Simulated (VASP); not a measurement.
Here is a VASP 6.6.1 calculation.

The input INCAR:

```
SYSTEM = Dy3Re
PREC = Accurate ; ENCUT = 600
EDIFF = 1E-6 ; ISMEAR = 0
SIGMA = 0.1 ; LREAL = .False.
LASPH = .True. ; NELM = 200
ALGO = Normal ; ISIF = 2
LWAVE = .False. ; LCHARG = .True.
GGA = PE ; LELF = .True.
LVHAR = .True. ; NBANDS = 25
GGA_COMPAT = .False. ; LMAXMIX = 6
```

File KPOINTS:

```
Automatic mesh
0
Gamma
  4 4 4
  0 0 0
```

POSCAR

```
Dy3Re
1.0
    0.0000000000      3.6318811522      3.6318811522
    3.6318811522      0.0000000000      3.6318811522
    3.6318811522      3.6318811522      0.0000000000
Dy Re
3 1
Direct
    0.2500000000      0.2500000000      0.2500000000
    0.7500000000      0.7500000000      0.7500000000
    0.5000000000      0.5000000000      0.5000000000
    0.0000000000      0.0000000000      0.0000000000
```

Potentials or basis: VASP PAW PBE potentials, release 64 (Dy_3, Re), 4f in core.

Launch:

```sh
$ cat potpaw_PBE.64/Dy_3/POTCAR potpaw_PBE.64/Re/POTCAR > POTCAR
$ mpirun -np 1 vasp_std > vasp.out
```

Q: Estimate the band gap on the k mesh.

A: Zero (bands 17 and 18 overlap by 1.38 eV).

Q: Estimate the pressure.

A: 0.3 GPa.

Caveat: the k points lie up to 0.37 Å⁻¹ apart, too coarse for converged energies and pressures of a metal; spin-orbit coupling is left out, which moves the levels of the heavy elements; the 4f electrons are frozen in the core, so they carry no moment and show no levels. Spin polarisation is off, so any magnetic state and its effect on volume and gap are missing.
